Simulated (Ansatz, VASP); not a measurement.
AlGaN in VASP and in Ansatz

```
Al Ga N
1.0
     4.49675    0.00000    0.00000
    -2.24837    3.89430    0.00000
     0.00000    0.00000    4.48604
Al Ga N
2 2 2
Cartesian
  0.0000 2.5962 3.3645
  2.2484 1.2981 1.1215
  0.0000 0.0000 1.1215
  0.0000 0.0000 3.3645
  0.0000 2.5962 1.1215
  2.2484 1.2981 3.3645
```

Alike in both runs: functional PBE; k mesh 12 × 12 × 8; occupations gaussian, width 0.1 eV; no spin polarisation.

Ansatz relaxed the structure, and its values are those at the end. VASP's run is a single point on that final structure, the one shown.

|  | VASP | Ansatz |
| --- | --- | --- |
| version | VASP 6.6.1 | Ansatz 0.2.0 |
| potentials or method | VASP PAW PBE potentials, release 64 (Al, Ga_d, N), cutoff 520 eV | scalar-relativistic, plane waves, PAW |
| valence electrons in the cell | 42 | 42 |

```tsv
	VASP	Ansatz	Ansatz less VASP
gap on the k mesh at the Fermi level (eV)	none	none	-
pressure (GPa)	0.1	0.0	-0.06
```

A gap of «none» marks a metal or a gap that the smearing closes.
